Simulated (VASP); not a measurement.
Write the native input for VASP 6.6.1 that does the following.

```
Task                   : single point
Functional             : PBEsol
Potentials or basis    : VASP PAW PBE potentials, release 64 (Cd, S)
Cutoff                 : 520 eV
k mesh                 : 9 × 9 × 4
Occupations            : gaussian, width 0.01 eV
Spin                   : no spin polarisation
Dipole correction      : no
Further INCAR settings : ALGO = Normal; EDIFF = 1e-07; NBANDS = 26
```

The structure of CdS (x) lies in POSCAR:

```
CdS
1.0
    4.1370000000      0.0000000000      0.0000000000
   -2.0685000000      3.5827470955      0.0000000000
    0.0000000000      0.0000000000      6.7160000000
Cd S
2 2
Direct
    0.3333333333      0.6666666667     -0.0184664712
    0.6666666667      0.3333333333      0.4815335288
    0.3333333333      0.6666666667      0.3954664712
    0.6666666667      0.3333333333      0.8954664712
```

The input as run:

INCAR

```
SYSTEM = CdS
PREC = Accurate
ENCUT = 520
EDIFF = 1E-7
ISMEAR = 0
SIGMA = 0.01
LREAL = .False.
LASPH = .True.
NELM = 100
ALGO = Normal
ISIF = 2
LWAVE = .False.
LCHARG = .True.
GGA = PS
LELF = .True.
LVHAR = .True.
NBANDS = 26
```

KPOINTS

```
regular mesh
0
Gamma
  9 9 4
  0 0 0
```

Potentials or basis: VASP PAW PBE potentials, release 64 (Cd, S).

Launch:

```sh
$ cat potpaw_PBE.64/Cd/POTCAR potpaw_PBE.64/S/POTCAR > POTCAR
$ mpirun -np 1 vasp_std > vasp.out
```

It gave:

The pressure is 1.0 GPa and the largest force is 0.648 eV/Å. The band gap on the k mesh is 1.20 eV, direct.

Caveat: the PAW data sets were made with another functional, which shifts forces and pressure a little.

Run time: 120 s on 1 thread of Intel(R) Xeon(R) Platinum 8375C CPU @ 2.90GHz (Ice Lake), on a shared host, peak memory 0.25 GiB.
